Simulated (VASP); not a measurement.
Runs of VASP 6.6.1 on Cd. The structure is that of space group I4/mmm (No. 139), or close to it. The cells are those of the table. 

| cell | gap on the mesh (eV) | pressure (GPa) |
| --- | --- | --- |
| a = 3.108 Å, angles 105.4, 105.4, 118.0°, 1 atom | none | -3.1 |
| a = 3.131 Å, angles 103.5, 103.5, 122.2°, 1 atom | none | -3.2 |
| a = 3.114 Å, angles 114.7, 114.7, 99.4°, 1 atom | none | -3.2 |
| a = 3.167 Å, angles 101.5, 101.5, 126.9°, 1 atom | none | (a) |

Alike in all rows: task single point; level PBEsol; potentials or basis VASP PAW PBE potentials, release 64 (Cd); no spin polarisation; k mesh 20 × 20 × 20; cutoff (eV) 520; smearing gaussian 0.15 eV.

Question: Fill in the values left out.

Answer: (a) -1.5.

Caveats: the PAW data sets were made with another functional, which shifts forces and pressure a little.

A k mesh can miss the band edges, and the runs leave out spin-orbit coupling on Cd.

A gap of «none» marks levels without a gap at the run's occupations.
